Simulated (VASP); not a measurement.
# Cr (P1) in VASP: further runs, part 2 of 2

VASP 6.6.1.

### 3 Single point, PBE+D3(BJ)

File INCAR:

```
PREC = Accurate
ENCUT = 520
EDIFF = 1E-6
ISMEAR = -1
SIGMA = 0.17
LREAL = Auto
LASPH = T
NELM = 100
ALGO = Normal
ISIF = 2
LWAVE = F
LCHARG = F
GGA = PE
IVDW = 12
NBANDS = 110
```

File KPOINTS:

```
Automatic mesh
0
Gamma
  2 2 2
```

File POSCAR:

```
Cr
1.0
    6.0346920000      0.0000000000      0.0000000000
    0.0000000000      6.0346920000      0.0000000000
    0.0000000000      0.0000000000      6.0346920000
Cr
16
Direct
   -0.0268116418      0.0134058209      0.0280213141
    0.4678283498     -0.0151954731      0.0395380576
   -0.0536729961      0.4874979535      0.0213929725
   -0.0149137686      0.0125607073      0.5080126707
    0.2178735882      0.1934150078      0.2594332901
    0.4216619506      0.4996278186     -0.0010439638
    0.4685574674      0.0206307132      0.5481804208
    0.7360110508      0.2561191193      0.2572790790
   -0.0539712714      0.5280799749      0.5000752317
    0.2344278714      0.6984780665      0.2694420859
    0.2509490128      0.2155370978      0.7530458887
    0.5034556859      0.4624925348      0.4946565624
    0.7162088803      0.7219921083      0.2648685302
    0.7584479871      0.2464583114      0.7958318337
    0.2278492423      0.7043275779      0.7068132060
    0.7393749341      0.7284050288      0.7297638388
```

Potentials or basis: VASP PAW PBE potentials, release 64 (Cr_pv).

On the command line:

```console
$ cat potpaw_PBE.64/Cr_pv/POTCAR > POTCAR
$ mpirun -np 1 vasp_std > vasp.out
```

Wall time 14 min (1 thread of Intel Xeon Platinum 8488C (Sapphire Rapids), shared host); peak memory 0.39 GiB.

It converged, with:

| Item | Value |
| --- | --- |
| Free energy | -153.3018 eV |
| Pressure | -27.4 GPa |
| Largest force | 1.890 eV/Å |
| Band gap on the k mesh | zero (bands 96 and 97 overlap by 0.35 eV) |
| Dispersion energy per atom | -0.414 eV |

Forces on the atoms (eV/Å):
```
Cr  -0.175 -0.969 -0.540
Cr   0.199 -0.030 -0.540
Cr   0.556  0.415 -0.401
Cr  -0.484 -0.553  0.336
Cr   0.347  1.178 -0.193
Cr   1.308 -0.337  0.355
Cr   0.664 -1.313 -1.041
Cr  -0.478 -1.165  0.359
Cr   1.124 -1.441  0.484
Cr  -0.038  0.917 -0.747
Cr  -0.967  0.507  0.537
Cr  -1.252  1.106  0.320
Cr   0.212  0.959 -0.649
Cr  -0.782 -0.550 -1.028
Cr   0.283  0.791  1.580
Cr  -0.515  0.484  1.168
```

Stress tensor (GPa, compression positive):
```
-27.26   0.57  -0.29
  0.57 -27.61   0.64
 -0.29   0.64 -27.40
```

Levels at points of the mesh, in eV from the Fermi level:
| k point | band 94 | band 95 | band 96 | band 97 | band 98 | band 99 | band 100 | band 101 |
| --- | --- | --- | --- | --- | --- | --- | --- | --- |
| (0.00, 0.00, 0.00) | 0.11 | 0.25 | 0.29 | 0.43 | 0.45 | 0.52 | 0.59 | 0.64 |
| (0.50, 0.00, 0.00) | -0.33 | -0.23 | -0.12 | -0.01 | 0.12 | 0.27 | 0.38 | 0.47 |
| (0.00, 0.50, 0.00) | -0.34 | -0.18 | -0.08 | -0.02 | 0.06 | 0.39 | 0.52 | 0.63 |
| (0.00, 0.00, 0.50) | -0.23 | -0.18 | -0.10 | -0.01 | 0.00 | 0.24 | 0.30 | 0.48 |
| (0.50, 0.50, 0.00) | -0.34 | -0.28 | -0.21 | -0.01 | 0.05 | 0.23 | 0.29 | 0.54 |
| (0.00, 0.50, 0.50) | -0.35 | -0.20 | -0.11 | -0.01 | 0.02 | 0.15 | 0.26 | 0.39 |
| (0.50, 0.00, 0.50) | -0.32 | -0.22 | -0.12 | -0.06 | 0.03 | 0.10 | 0.21 | 0.33 |
| (0.50, 0.50, 0.50) | -0.95 | -0.81 | -0.73 | 0.31 | 0.52 | 0.58 | 0.63 | 0.67 |

Caveat: the k points lie up to 0.52 Å⁻¹ apart; the run has no spin polarisation, though such a crystal can be magnetic; forces of over 1 eV/Å act on the atoms, so gaps and moduli don't describe the material at rest.

### 4 Single point, PBE+D3(BJ)

File INCAR:

```
SYSTEM = Cr
ALGO = Normal
EDIFF = 1E-7
ENCUT = 520
GGA = PE
ISIF = 2
ISMEAR = -1
IVDW = 12
LASPH = .TRUE.
LCHARG = .FALSE.
LREAL = Auto
LWAVE = .FALSE.
NBANDS = 110
NELM = 100
PREC = Accurate
SIGMA = 0.17
```

File KPOINTS:

```
k-points
0
G
  2 2 2
  0 0 0
```

File POSCAR:

```
Cr
1.0
    6.0346920000      0.0000000000      0.0000000000
    0.0000000000      6.0346920000      0.0000000000
    0.0000000000      0.0000000000      6.0346920000
Cr
16
Direct
   -0.0098927998     -0.0226689283     -0.0041095718
    0.4484238798     -0.0709729676     -0.0024524864
   -0.0107213425      0.4376196830      0.0100585084
   -0.0468955168     -0.0529770202      0.5031739814
    0.2425310190      0.2584058971      0.2437904039
    0.5051459130      0.4382493754      0.0273419091
    0.4352831926     -0.0676256551      0.4779531416
    0.7399052015      0.1782029638      0.2346764342
   -0.0135052460      0.4897681605      0.5088909260
    0.2114772386      0.7276924821      0.2477839797
    0.1806554502      0.2270372705      0.7485386164
    0.4560630435      0.4839352199      0.5502849193
    0.7075920362      0.6983454997      0.3204803161
    0.6862156345      0.2192986817      0.7578680072
    0.2210883339      0.7167722893      0.7684733537
    0.7033664684      0.6926948384      0.7755325375
```

Potentials or basis: VASP PAW PBE potentials, release 64 (Cr_pv).

On the command line:

```console
$ cat potpaw_PBE.64/Cr_pv/POTCAR > POTCAR
$ mpirun -np 1 vasp_std > vasp.out
```

OUTCAR:

```text
SYSTEM = Cr
   EDIFF = 1E-7
   ENCUT = 520
   GGA = PE
   ISIF = 2
   ISMEAR = -1
   IVDW = 12
   LASPH = .TRUE.
   LREAL = Auto
   NELM = 100
   PREC = Accurate
 IVDW          = 12

 ion  position               nearest neighbor table
   1  0.990  0.977  0.996-  11 2.41   8 2.41  15 2.51  10 2.52   5 2.73  14 2.75  16 2.78   3 2.78
                             2 2.78   4 2.99   4 3.07  13 3.09
   2  0.448  0.929  0.998-  15 2.33  10 2.41  16 2.49  14 2.69   8 2.72   5 2.78   1 2.78  11 2.85
                            13 2.86   7 2.90   6 2.99   6 3.10   7 3.14
   3  0.989  0.438  0.010-  11 2.33   5 2.34   8 2.56  15 2.63  10 2.63  16 2.71  14 2.72   1 2.78
[... 1128 lines left out ...]
  Total     -40.54883   -37.51643   -39.84146     0.40638    -0.49068     0.72034
  in kB    -295.61305  -273.50594  -290.45609     2.96266    -3.57721     5.25149
  external pressure =     -286.53 kB  Pullay stress =        0.00 kB

 VOLUME and BASIS-vectors are now :
 -----------------------------------------------------------------------------
  energy-cutoff  :      520.00
  volume of cell :      219.77
      direct lattice vectors                 reciprocal lattice vectors
     6.034692000  0.000000000  0.000000000     0.165708540  0.000000000  0.000000000
     0.000000000  6.034692000  0.000000000     0.000000000  0.165708540  0.000000000
     0.000000000  0.000000000  6.034692000     0.000000000  0.000000000  0.165708540

 POSITION                                       TOTAL-FORCE (eV/Angst)
 -----------------------------------------------------------------------------------
      5.97499      5.89789      6.00989        -1.248252     -0.642940      0.280985
      2.70610      5.60639      6.01989         1.060922      0.879785      0.037923
      5.96999      2.64090      0.06070        -0.497245      1.057544     -0.069768
      5.75169      5.71499      3.03650        -0.021564      0.715025      0.097046
      1.46360      1.55940      1.47120        -0.838148     -1.485342      0.513511
      3.04840      2.64470      0.16500        -0.887305      0.515404     -0.322861
[... 8 lines left out ...]
      1.33420      4.32550      4.63750        -0.377694     -0.150021     -0.444230
      4.24460      4.18020      4.68010         0.547392      0.725734      0.308452
 -----------------------------------------------------------------------------------
    total drift:                                0.006931      0.000818     -0.008579

  FREE ENERGIE OF THE ION-ELECTRON SYSTEM (eV)
  ---------------------------------------------------
  free  energy   TOTEN  =      -153.5552094529 eV

  energy  without entropy=     -151.8776971444  energy(sigma->0) =     -152.71645330
```

Wall time 16 min (1 thread of Intel Xeon Platinum 8488C (Sapphire Rapids), shared host); peak memory 0.4 GiB.

What came out:

* Free energy: -153.5552 eV
* Pressure: -28.7 GPa
* Largest force: 1.797 eV/Å
* Band gap on the k mesh: zero (bands 96 and 97 overlap by 0.32 eV)
* Dispersion energy per atom: -0.413 eV

Forces in eV/Å, atoms in the order of the input:
```
Cr  -1.248 -0.643  0.281
Cr   1.061  0.880  0.038
Cr  -0.497  1.058 -0.070
Cr  -0.022  0.715  0.097
Cr  -0.838 -1.485  0.514
Cr  -0.887  0.515 -0.323
Cr   0.885  1.242  0.951
Cr  -0.321  0.773  0.555
Cr  -0.887 -1.441  0.196
Cr   0.090 -0.155  0.355
Cr   1.024 -0.660  0.366
Cr   0.738 -0.995 -0.923
Cr   0.187  0.313 -1.731
Cr   0.546 -0.692 -0.171
Cr  -0.378 -0.150 -0.444
Cr   0.547  0.726  0.308
```

Stress tensor (GPa, compression positive):
```
-29.56   0.30   0.53
  0.30 -27.35  -0.36
  0.53  -0.36 -29.05
```

Caveat: the k points lie up to 0.52 Å⁻¹ apart; the run has no spin polarisation, though such a crystal can be magnetic; forces of over 1 eV/Å act on the atoms, so gaps and moduli don't describe the material at rest.

### 5 Summary

| cell | gap on the mesh (eV) | pressure (GPa) | largest force (eV/Å) |
| --- | --- | --- | --- |
| as given, atomic positions A | none | -27.2 | 3.49 |
| as given, atomic positions B | none | -27.4 | 1.89 |
| as given, atomic positions C | none | -28.7 | 1.80 |

Alike in all rows: task single point; level PBE+D3(BJ); potentials or basis VASP PAW PBE potentials, release 64 (Cr_pv); no spin polarisation; k mesh 2 × 2 × 2; cutoff (eV) 520; smearing fermi-dirac 0.17 eV.

Caveats: all runs use coarse meshes; the run has no spin polarisation, though such a crystal can be magnetic; forces of over 1 eV/Å act on the atoms, so gaps and moduli don't describe the material at rest.

Total energies depend on the potentials used, so only differences within one code and one set of settings carry meaning.
